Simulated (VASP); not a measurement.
# Cd (I4/mmm) in VASP: further runs, part 2 of 2

VASP 6.6.1. Earlier steps stand in the parts before.

## Step 4: Single point, r2SCAN

Contents of POSCAR:

```
Cd
1.0
   -1.8346108365      1.8346108365      1.6878419695
    1.8346108365     -1.8346108365      1.6878419695
    1.8346108365      1.8346108365     -1.6878419695
Cd
1
Direct
    0.0000000000      0.0000000000      0.0000000000
```

Contents of INCAR.step1:

```
ALGO = Normal ; EDIFF = 1E-4
ENCUT = 520 ; GGA = PE
ISMEAR = 0 ; LASPH = True
LCHARG = False ; LREAL = False
LWAVE = True ; NBANDS = 12
NELM = 60 ; PREC = Accurate
SIGMA = 0.15
```

Contents of INCAR.step2:

```
ALGO = Normal ; EDIFF = 1E-7
ENCUT = 520 ; ISIF = 2
ISMEAR = 0 ; ISTART = 1
LASPH = True ; LCHARG = False
LMIXTAU = True ; LREAL = False
LWAVE = False ; METAGGA = R2SCAN
NBANDS = 12 ; NELM = 60
PREC = Accurate ; SIGMA = 0.15
```

Contents of KPOINTS:

```
k-points
0
Gamma
  20 20 20
```

Potentials or basis: VASP PAW PBE potentials, release 64 (Cd).

Run with:

```console
cat potpaw_PBE.64/Cd/POTCAR > POTCAR
cp INCAR.step1 INCAR
mpirun -np 1 vasp_std > vasp.out
cp INCAR.step2 INCAR
mpirun -np 1 vasp_std > vasp.out
```

OUTCAR:

```text
EDIFF = 1E-7
   ENCUT = 520
   ISIF = 2
   ISMEAR = 0
   ISTART = 1
   LASPH = True
   LREAL = False
   METAGGA = R2SCAN
   NELM = 60
   PREC = Accurate

 ion  position               nearest neighbor table
   1  0.000  0.000  0.000-

  LATTYP: Found a body centered tetragonal cell.
 ALAT       =     3.6692216730
 C/A-ratio  =     0.9200000000

  Lattice vectors:

 A1 = (  -1.8346108365,   1.8346108365,   1.6878419695)
 A2 = (   1.8346108365,  -1.8346108365,   1.6878419695)
 A3 = (   1.8346108365,   1.8346108365,  -1.6878419695)

Analysis of symmetry for initial positions (statically):
=====================================================================
 Subroutine PRICEL returns:
 Original cell was already a primitive cell.

 Routine SETGRP: Setting up the symmetry group for a
 body centered tetragonal supercell.

 Subroutine GETGRP returns: Found 16 space group operations
 (whereof 16 operations were pure point group operations)
 out of a pool of 16 trial point group operations.

[... 167 lines left out ...]
 k-point     1 :       0.0000    0.0000    0.0000
  band No.  band energies     occupation
      1      -7.1560      2.00000
      2      -6.9735      2.00000
      3      -6.9735      2.00000
      4      -6.5448      2.00000
      5      -6.3676      2.00000
      6      -6.3149      2.00000
      7      17.5224      0.00000
      8      17.5224      0.00000
      9      19.6153      0.00000
     10      19.6153      0.00000
     11      19.6402      0.00000
     12      20.2151      0.00000
[... 331 lines left out ...]
 k-point    24 :      -0.3500    0.0500    0.0000
  band No.  band energies     occupation
      1      -7.3105      2.00000
      2      -7.2558      2.00000
      3      -6.4737      2.00000
      4      -6.4179      2.00000
      5      -6.3405      2.00000
      6      -3.0787      2.00000
      7       7.3465      0.00000
      8      12.1610      0.00000
      9      13.4096      0.00000
     10      16.5740      0.00000
     11      17.7952      0.00000
     12      23.0972      0.00000

 [... further k-points ...]

------------------------ aborting loop because EDIFF is reached ----------------------------------------

  FORCE on cell =-STRESS in cart. coord.  units (eV):
  Direction    XX          YY          ZZ          XY          YZ          ZX
  --------------------------------------------------------------------------------------
  -------------------------------------------------------------------------------------
  Total       -0.0540160     -0.0540160     -0.4144049      0.0000000      0.0000000      0.0000000
  in kB       -3.8084967     -3.8084967    -29.2183555      0.0000000      0.0000000      0.0000000
  external PRESSURE =     -12.2784497 kB  Pullay stress =       0.0000000 kB

 VOLUME and BASIS-vectors are now :
 -----------------------------------------------------------------------------
  energy-cutoff  :      520.00
  volume of cell :       22.72
      direct lattice vectors                 reciprocal lattice vectors
    -1.834610837  1.834610837  1.687841969     0.000000000  0.272537363  0.296236264
     1.834610837 -1.834610837  1.687841969     0.272537363  0.000000000  0.296236264
     1.834610837  1.834610837 -1.687841969     0.272537363  0.272537363  0.000000000

 POSITION                                       TOTAL-FORCE (eV/Angst)
 -----------------------------------------------------------------------------------
      0.00000      0.00000      0.00000         0.000000     -0.000000      0.000000
 -----------------------------------------------------------------------------------
    total drift:                                0.000000      0.000000     -0.000000

  FREE ENERGIE OF THE ION-ELECTRON SYSTEM (eV)
  ---------------------------------------------------
  free  energy   TOTEN  =       -20.0237098582 eV

  energy  without entropy=      -20.0199687471  energy(sigma->0) =      -20.02183930
```

OUTCAR.step1:

```text
EDIFF = 1E-4
   ENCUT = 520
   GGA = PE
   ISMEAR = 0
   LASPH = True
   LREAL = False
[... 575 lines left out ...]

 POSITION                                       TOTAL-FORCE (eV/Angst)
 -----------------------------------------------------------------------------------
      0.00000      0.00000      0.00000        -0.000000      0.000000     -0.000000
 -----------------------------------------------------------------------------------
    total drift:                               -0.000000      0.000000      0.000000

  FREE ENERGIE OF THE ION-ELECTRON SYSTEM (eV)
  ---------------------------------------------------
  free  energy   TOTEN  =        -0.6970167899 eV

  energy  without entropy=       -0.6930027224  energy(sigma->0) =       -0.69500976
```

Run time: 5.9 min. Hardware: 1 thread of AMD EPYC 9R45 (Zen 5), shared host; peak memory 0.25 GiB.

What came out:

| Item | Value |
| --- | --- |
| Free energy | -20.0237 eV |
| Pressure | -1.2 GPa |
| Band gap on the k mesh | zero (bands 6 and 7 overlap by 4.60 eV) |

Levels at points of the mesh, in eV from the Fermi level:
| k point | band 4 | band 5 | band 6 | band 7 | band 8 | band 9 |
| --- | --- | --- | --- | --- | --- | --- |
| (0.00, 0.00, 0.00) | -9.16 | -8.98 | -8.93 | 14.91 | 14.91 | 17.01 |
| (0.50, 0.00, 0.00) | -8.91 | -8.63 | -1.99 | -0.67 | 9.17 | 9.88 |
| (0.50, 0.50, 0.00) | -9.08 | -8.65 | -2.33 | -1.50 | 10.81 | 11.53 |
| (0.50, 0.50, 0.50) | -8.75 | -8.70 | 2.88 | 2.88 | 5.10 | 5.39 |

Caveat: the PAW data sets were made with another functional, which shifts forces and pressure a little.

## Step 5: Overview

| cell | gap on the mesh (eV) | pressure (GPa) |
| --- | --- | --- |
| a = 3.131 Å, angles 103.5, 103.5, 122.2°, 1 atom | none | -1.4 |
| a = 3.141 Å, angles 117.3, 117.3, 94.8°, 1 atom | none | -1.7 |
| a = 3.095 Å, angles 107.3, 107.3, 113.9°, 1 atom | none | -1.2 |

Alike in all rows: task single point; level r2SCAN; potentials or basis VASP PAW PBE potentials, release 64 (Cd); no spin polarisation; k mesh 20 × 20 × 20; cutoff (eV) 520; smearing gaussian 0.15 eV.

Caveats: the PAW data sets were made with another functional, which shifts forces and pressure a little.

Absolute energies hang on the potentials; compare differences alone.
